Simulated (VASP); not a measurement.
Here is a VASP 6.6.1 calculation.

Contents of INCAR:

```
  ALGO = Normal
  EDIFF = 1E-6
  ENCUT = 520
  GGA = PS
  ISIF = 2
  ISMEAR = 0
  LASPH = T
  LCHARG = F
  LREAL = F
  LWAVE = F
  NBANDS = 21
  NELM = 80
  PREC = Accurate
  SIGMA = 0.01
```

The input KPOINTS:

```
k-points
0
Gamma
  6 6 6
```

The input POSCAR:

```
PbF2
1.0
    0.0000000000      2.8504542264      2.8504542264
    2.8504542264      0.0000000000      2.8504542264
    2.8504542264      2.8504542264      0.0000000000
Pb F
1 2
Direct
    0.0000000000      0.0000000000      0.0000000000
    0.2500000000      0.2500000000      0.2500000000
    0.7500000000      0.7500000000      0.7500000000
```

Potentials or basis: VASP PAW PBE potentials, release 64 (Pb_d, F).

The run is started by

```console
$ cat potpaw_PBE.64/Pb_d/POTCAR potpaw_PBE.64/F/POTCAR > POTCAR
$ mpirun -np 1 vasp_std > vasp.out
```

Question: Estimate the pressure.

Answer: 9.8 GPa.

Question: Predict the band gap on the k mesh.

Answer: 4.28 eV (least direct gap 4.41 eV).

Caveat: the cell stands under pressure; the PAW data sets were made with another functional, which shifts forces and pressure a little; spin-orbit coupling is left out, which moves the levels of the heavy elements. A k mesh can miss the band edges.
